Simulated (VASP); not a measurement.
# SiC (Imm2) in VASP: relaxation of the atoms with PBEsol

Aim: the relaxation of the atoms of SiC with PBEsol.

Program: VASP 6.6.1. These are calculated values, not measurements. Logs are shortened: lines on timing, memory, paths and dates and some standing lists are left out, and cuts for length are marked.

## Step 1: The cell of the first run

Symmetry: Imm2, No. 44, orthorhombic system. The conventional cell has a = 3.094 Å, b = 3.112 Å, c = 4.400 Å, α = 90.00°, β = 90.00°, γ = 90.00°. Si (site symmetry mm2) has 4 C at 1.90 Å within 2.5 Å. C (site symmetry mm2) has 4 Si at 1.90 Å within 2.5 Å.

## Step 2: Relaxation of the atoms, PBEsol (strained cell)

INCAR

```
SYSTEM = SiC
PREC     = Accurate       ! precision mode
ENCUT    = 520            ! plane-wave cutoff, eV
EDIFF    = 1E-7           ! SCF threshold, eV
ISMEAR   = 0              ! smearing method
SIGMA    = 0.02           ! smearing width, eV
LREAL    = .FALSE.        ! projectors in reciprocal space
LASPH    = .TRUE.         ! aspherical terms in the spheres
NELM     = 120            ! most SCF steps
ALGO     = Normal         ! electronic algorithm
ISIF     = 2              ! what is computed and relaxed
LWAVE    = .FALSE.        ! write WAVECAR
LCHARG   = .FALSE.        ! write CHGCAR
GGA      = PS             ! functional
IBRION   = 2              ! ionic algorithm
NSW      = 60             ! ionic steps
EDIFFG   = -0.002         ! ionic threshold
GGA_COMPAT= .FALSE.      
NELMIN   = 4
```

KPOINTS

```
Automatic mesh
0
G
  10 10 10
  0 0 0
```

POSCAR

```
SiC
1.0
   -0.0063703266      2.1938718847      2.2002422113
    2.1938718847     -0.0063703266      2.2002422113
    2.1875015581      2.1875015581      0.0000000000
Si C
1 1
Direct
   -0.0007548109     -0.0007548109      0.0007548109
    0.2507548109      0.2507548109      0.2492451891
```

Potentials or basis: VASP PAW PBE potentials, release 64 (Si, C).

Launch:

```bash
$ cat potpaw_PBE.64/Si/POTCAR potpaw_PBE.64/C/POTCAR > POTCAR
$ mpirun -np 1 vasp_std > vasp.out
```

OUTCAR:

```text
SYSTEM = SiC
   PREC = Accurate
   ENCUT = 520
   EDIFF = 1E-7
   ISMEAR = 0
   LREAL = .FALSE.
   LASPH = .TRUE.
   NELM = 120
   ISIF = 2
   GGA = PS
   IBRION = 2
   NSW = 60
   EDIFFG = -0.002
   NELMIN = 4

 ion  position               nearest neighbor table
   1  0.999  0.999  0.001-   2 1.90   2 1.90   2 1.90   2 1.90
   2  0.251  0.251  0.249-   1 1.90   1 1.90   1 1.90   1 1.90

  LATTYP: Found a body centered orthorhombic cell.
 ALAT       =     3.0935943712
 B/A-ratio  =     1.0058242945
 C/A-ratio  =     1.4224503586

  Lattice vectors:

 A1 = (   0.0063703266,  -2.1938718847,  -2.2002422113)
 A2 = (  -0.0063703266,   2.1938718847,  -2.2002422113)
 A3 = (   2.1938718847,  -0.0063703266,   2.2002422113)

Analysis of symmetry for initial positions (statically):
=====================================================================
 Subroutine PRICEL returns:
 Original cell was already a primitive cell.

 Routine SETGRP: Setting up the symmetry group for a
 body centered orthorhombic supercell.

 Subroutine GETGRP returns: Found  4 space group operations
 (whereof  4 operations were pure point group operations)
 out of a pool of  8 trial point group operations.

The static configuration has the point symmetry C_2v.

Analysis of symmetry for dynamics (positions and initial velocities):
=====================================================================
 Subroutine PRICEL returns:
 Original cell was already a primitive cell.

 Routine SETGRP: Setting up the symmetry group for a
 body centered orthorhombic supercell.

 Subroutine GETGRP returns: Found  4 space group operations
 (whereof  4 operations were pure point group operations)
 out of a pool of  8 trial point group operations.

The dynamic configuration has the point symmetry C_2v.

 Subroutine INISYM returns: Found  4 space group operations
 (whereof  4 operations are pure point group operations),
 and found     1 'primitive' translations

----------------------------------------------------------------------------------------

                                     Primitive cell

  volume of cell :      21.1797

  direct lattice vectors                    reciprocal lattice vectors
    -0.006370327  2.193871885  2.200242211    -0.227247708  0.227247708  0.227247708
     2.193871885 -0.006370327  2.200242211     0.227247708 -0.227247708  0.227247708
     2.187501558  2.187501558  0.000000000     0.228571266  0.228571266 -0.227247708

  length of vectors
     3.107117670  3.107117670  3.093594371     0.393604577  0.393604577  0.395134367

  position of ions in fractional coordinates (direct lattice)
     0.999245189  0.999245189  0.000754811
     0.250754811  0.250754811  0.249245189

  ion indices of the primitive-cell ions
   primitive index   ion index
                 1           1
                 2           2

----------------------------------------------------------------------------------------

 KPOINTS: Automatic mesh

Automatic generation of k-mesh.
 Grid dimensions read from file:
 generate k-points for:   10   10   10

 Generating k-lattice:

  Cartesian coordinates                     Fractional coordinates (reciprocal lattice)
    -0.022724771  0.022724771  0.022724771     0.100000000  0.000000000  0.000000000
     0.022724771 -0.022724771  0.022724771     0.000000000  0.100000000  0.000000000
     0.022857127  0.022857127 -0.022724771     0.000000000  0.000000000  0.100000000

  Length of vectors
     0.039360458  0.039360458  0.039513437

  Shift w.r.t. Gamma in fractional coordinates (k-lattice)
     0.000000000  0.000000000  0.000000000

 Subroutine IBZKPT returns following result:
 ===========================================

 Found    171 irreducible k-points:

 Following reciprocal coordinates:
            Coordinates               Weight
  0.000000  0.000000  0.000000      1.000000
  0.100000 -0.000000  0.000000      4.000000
  0.200000 -0.000000  0.000000      4.000000
  0.300000 -0.000000  0.000000      4.000000
  0.400000 -0.000000  0.000000      4.000000
  0.500000 -0.000000  0.000000      2.000000
[... 16 lines left out ...]
  0.300000  0.300000  0.000000      2.000000
  0.400000  0.300000  0.000000      4.000000
 [... further k-points ...]
   k-points           NKPTS =    171   k-points in BZ     NKDIM =    171   number of bands    NBANDS=      8
   number of dos      NEDOS =    301   number of ions     NIONS =      2
   total plane-waves  NPLWV =  13824
   dimension x,y,z NGX =    24 NGY =   24 NGZ =   24
   dimension x,y,z NGXF=    48 NGYF=   48 NGZF=   48
   ions per type =               1   1
   NGX,Y,Z   is equivalent  to a cutoff of  12.84, 12.84, 12.90 a.u.
   NGXF,Y,Z  is equivalent  to a cutoff of  25.68, 25.68, 25.79 a.u.
 SYSTEM =  SiC
   PREC   = accura    normal or accurate (medium, high low for compatibility)
   ISTART =      0    job   : 0-new  1-cont  2-samecut
   ICHARG =      2    charge: 1-file 2-atom 10-const
   ISPIN  =      1    spin polarized calculation?
   LNONCOLLINEAR =      F non collinear calculations
   LSORBIT =      F    spin-orbit coupling
   LASPH  =      T    aspherical Exc in radial PAW
   ENCUT  =  520.0 eV  38.22 Ry    6.18 a.u.   5.78  5.78  5.75*2*pi/ulx,y,z
   NELM   =    120;   NELMIN=  4; NELMDL= -5     # of ELM steps
   EDIFF  = 0.1E-06   stopping-criterion for ELM
   LREAL  =      F    real-space projection
   EDIFFG = -.2E-02   stopping-criterion for IOM
   NSW    =     60    number of steps for IOM
   IBRION =      2    ionic relax: 0-MD 1-quasi-New 2-CG
   NFREE  =      1    steps in history (QN), initial steepest desc. (CG)
   ISIF   =      2    stress and relaxation
   ISYM   =      2    0-nonsym 1-usesym 2-fastsym
   POTIM  = 0.5000    time-step for ionic-motion
   TEBEG  =    0.0;   TEEND  =   0.0 temperature during run
   PSTRESS=    0.0 pullay stress
   NELECT =       8.0000    total number of electrons
   NUPDOWN=      -1.0000    fix difference up-down
   EMIN   =  10.00;   EMAX   =-10.00  energy-range for DOS
   EFERMI =   0.00;   METHOD = LEGACY
   ISMEAR =     0;   SIGMA  =   0.02  broadening in eV -4-tet -1-fermi 0-gaus
   EFERMI_NEDOS =   21; number of points for ismear=-14 and -15
   IALGO  =     38    algorithm
   IMIX   =      4    mixing-type and parameters
     AMIX     =   0.40;   BMIX     =  1.00
     AMIX_MAG =   1.60;   BMIX_MAG =  1.00
  volume/ion in A,a.u.               =      10.59        71.46
  Fermi-wavevector in a.u.,A,eV,Ry     =   1.183400  2.236302 19.054095  1.400436
  Thomas-Fermi vector in A             =   2.319636
   LORBIT       =      0    0 simple, 1 ext, 2 COOP (PROOUT), +10 PAW based schemes
   GGA     = PS    functional components
   LHFCALC =     F    Hartree Fock is set to
   AEXX    =    0.0000 exact exchange contribution
   IVDW    =     0    specifies the selected vdW correction
   LEPSILON=     F    determine dielectric tensor
   LRPA    =     F    only Hartree local field effects (RPA)
 conjugate gradient relaxation of ions
 non-spin polarized calculation
 Gauss-broadening in eV      SIGMA  =   0.02
  energy-cutoff  :      520.00
  volume of cell :       21.18
 maximum number of plane-waves:       588
   NGX = 11   NGY = 11   NGZ = 11

--------------------------------------- Ionic step        1  -------------------------------------------

 number of electron       8.0000001 magnetization

 Free energy of the ion-electron system (eV)
  ---------------------------------------------------
  ext. energy  EPLUGINS =         0.00000000
  ---------------------------------------------------
  free energy    TOTEN  =       -15.90718806 eV

  energy without entropy =      -15.90718806  energy(sigma->0) =      -15.90718806

------------------------ aborting loop because EDIFF is reached ----------------------------------------

  FORCE on cell =-STRESS in cart. coord.  units (eV):
  Direction    XX          YY          ZZ          XY          YZ          ZX
  --------------------------------------------------------------------------------------
  -------------------------------------------------------------------------------------
  Total       -0.5974655     -0.5974655     -0.6960776      0.1491542      0.0000000      0.0000000
  in kB      -45.1964233    -45.1964233    -52.6561222     11.2830569      0.0000000      0.0000000
  external PRESSURE =     -47.6829896 kB  Pullay stress =       0.0000000 kB
[... 57 lines left out ...]
  energy  without entropy=      -15.9072603540  energy(sigma->0) =      -15.90726035

--------------------------------------- Ionic step        3  -------------------------------------------

 number of electron       8.0000001 magnetization

 Free energy of the ion-electron system (eV)
  ---------------------------------------------------
  ext. energy  EPLUGINS =         0.00000000
  ---------------------------------------------------
  free energy    TOTEN  =       -15.90735657 eV

  energy without entropy =      -15.90735657  energy(sigma->0) =      -15.90735657

 E-fermi :   7.9972     XC(G=0): -11.4049

 val. band max:        7.8313148416   @ k =   0.0000   0.0000   0.0000
 cond. band min:       9.0429920563   @ k =   0.5000  -0.0000   0.5000
 fundamental gap:      1.2116772148
 Fermi energy:         7.9972191272

 k-point     1 :       0.0000    0.0000    0.0000
  band No.  band energies     occupation
      1      -7.4448      2.00000
      2       7.7764      2.00000
      3       7.7838      2.00000
      4       7.8313      2.00000
      5      13.7074      0.00000
      6      14.8179      0.00000
      7      14.8935      0.00000
      8      14.9400      0.00000
[... 243 lines left out ...]
 k-point    24 :       0.4000    0.3000    0.0000
  band No.  band energies     occupation
      1      -4.3575      2.00000
      2       2.2127      2.00000
      3       4.6363      2.00000
      4       5.2534      2.00000
      5      10.5622      0.00000
      6      13.2205      0.00000
      7      19.0913      0.00000
      8      19.4614      0.00000

 [... further k-points ...]
[... 5 lines left out ...]
  --------------------------------------------------------------------------------------
  -------------------------------------------------------------------------------------
  Total       -0.5970694     -0.5970694     -0.6949730      0.1804987      0.0000000      0.0000000
  in kB      -45.1664565    -45.1664565    -52.5725649     13.6541667      0.0000000      0.0000000
  external PRESSURE =     -47.6351593 kB  Pullay stress =       0.0000000 kB
[... 17 lines left out ...]
  FREE ENERGIE OF THE ION-ELECTRON SYSTEM (eV)
  ---------------------------------------------------
  free  energy   TOTEN  =       -15.9073565696 eV

  energy  without entropy=      -15.9073565696  energy(sigma->0) =      -15.90735657

 reached required accuracy - stopping structural energy minimisation
```

Run time: 64 s. Hardware: 1 thread of AMD EPYC 9755, shared host; peak memory 0.12 GiB.

What came out:

| Quantity | Value |
| --- | --- |
| Free energy | -15.9074 eV |
| Energy gained by relaxing | 0.1 meV/atom |
| Ionic steps | 3 |
| Pressure after relaxing | -4.8 GPa |
| Band gap on the k mesh | 1.21 eV (least direct gap 4.36 eV) |

Stress tensor (GPa, compression positive):
```
-4.52  1.37  0.00
 1.37 -4.52  0.00
 0.00  0.00 -5.26
```

Step by step:
| step | energy change (eV) | largest force (eV/Å) | pressure (GPa) |
| --- | --- | --- | --- |
| 1 | 0.0000 | 0.0783 | -4.77 |
| 2 | -0.0001 | 0.0592 | -4.76 |
| 3 | -0.0002 | 0.0001 | -4.76 |

Final structure:
```xyz
2
Lattice="-0.0064 2.1939 2.2002 2.1939 -0.0064 2.2002 2.1875 2.1875 0.0000" Properties=species:S:1:pos:R:3 pbc="T T T"
Si    2.1875    2.1875    4.3993
C     1.0938    1.0938    1.1013
```

Levels at points of the mesh, in eV from the valence-band top:
| k point | band 1 | band 2 | band 3 | band 4 | band 5 | band 6 | band 7 | band 8 |
| --- | --- | --- | --- | --- | --- | --- | --- | --- |
| (0.00, 0.00, 0.00) | -15.28 | -0.05 | -0.05 | 0.00 | 5.88 | 6.99 | 7.06 | 7.11 |
| (0.50, 0.00, 0.00) | -11.78 | -8.51 | -1.09 | -1.04 | 5.17 | 7.00 | 7.08 | 9.77 |
| (0.50, 0.50, 0.00) | -10.33 | -7.82 | -3.23 | -3.13 | 1.24 | 4.12 | 13.65 | 13.67 |
| (0.00, 0.00, 0.50) | -11.74 | -8.50 | -1.11 | -1.10 | 5.09 | 6.99 | 6.99 | 9.74 |
| (0.50, 0.00, 0.50) | -10.31 | -7.78 | -3.21 | -3.21 | 1.21 | 4.07 | 13.60 | 13.68 |

Caveat: the cell differs from its parent crystal (strained cell); the PAW data sets were made with another functional, which shifts forces and pressure a little. A k mesh can miss the band edges.
